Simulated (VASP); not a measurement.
**Mo: relaxation of cell and atoms with PBE**

Mo:

```
Mo
1.0
     0.00000    2.72500    2.72500
     2.72500    0.00000    2.72500
     2.72500    2.72500    0.00000
Mo
2
Cartesian
  0.0000 0.0000 0.0000
  1.3625 1.3625 1.3625
```

This isn't the form of Mo at room conditions, which is bcc.

```
Program                : VASP 6.6.1
Task                   : relaxation of cell and atoms
Functional             : PBE
Potentials or basis    : VASP PAW PBE potentials, release 64 (Mo_sv)
Cutoff                 : 600 eV
k mesh                 : 14 × 14 × 14
Occupations            : fermi-dirac, width 0.1 eV
Spin                   : no spin polarisation
Dipole correction      : no
Further INCAR settings : ALGO = Normal; EDIFF = 1e-06; IBRION = 2; EDIFFG = -0.01; NSW = 80; ISIF = 3
```

| Item | Value |
| --- | --- |
| Relaxed volume | 23.12 Å³/atom |
| Relaxed cell | a = 4.029 Å, b = 4.029 Å, c = 4.029 Å, α = 60.00°, β = 60.00°, γ = 60.00° |
| Space group after relaxing (to 0.1 Å) | Fd-3m (No. 227) |
| Energy gained by relaxing | 148.9 meV/atom |
| Ionic steps | 20 |
| Pressure after relaxing | 0.0 GPa |
| Band gap on the k mesh | zero (bands 14 and 15 overlap by 0.54 eV) |

The path:
```tsv
step	energy change (eV)	largest force (eV/Å)	pressure (GPa)	volume (Å³)
1	0.0000	0.0000	18.60	40.47
2	0.1840	0.0000	-13.71	55.84
3	-0.2973	0.0000	-0.64	46.51
4	-0.2979	0.0000	-0.25	46.26
5	-0.2978	0.0000	0.14	46.12
6	-0.2978	0.0000	0.25	46.12
7	-0.2978	0.0000	0.24	46.12
8	-0.2978	0.0000	0.23	46.12
9	-0.2978	0.0000	0.23	46.12
10	-0.2978	0.0000	0.23	46.12
11	-0.2978	0.0000	0.23	46.12
12	-0.2978	0.0000	0.23	46.12
13	-0.2978	0.0000	0.23	46.12
14	-0.2978	0.0000	0.24	46.13
15	-0.2978	0.0000	0.25	46.13
16	-0.2978	0.0000	0.22	46.13
17	-0.2978	0.0000	0.21	46.14
18	-0.2979	0.0000	0.17	46.15
19	-0.2979	0.0000	0.11	46.18
20	-0.2979	0.0000	0.00	46.24
```

Final structure:
```yaml
crystal:
  lattice:
    - [0.00000, 2.84878, 2.84878]
    - [2.84878, 0.00000, 2.84878]
    - [2.84878, 2.84878, 0.00000]
  atoms:
    - { symbol: Mo, position: [0.00000, 0.00000, 0.00000] }
    - { symbol: Mo, position: [0.25000, 0.25000, 0.25000] }
```

Levels at points of the mesh, in eV from the Fermi level:
```
           k point  band 12  band 13  band 14  band 15  band 16  band 17
(0.00, 0.00, 0.00)    -1.31    -1.31    -1.31     1.31     1.31     1.31
(0.50, 0.00, 0.00)    -1.92    -1.56    -1.56     0.35     2.28     2.28
(0.50, 0.50, 0.00)    -1.51    -0.03    -0.03     0.59     0.59     3.94
```

It took 8.3 min on 1 thread of Intel Xeon 8259CL (shared host), peak memory 0.21 GiB.
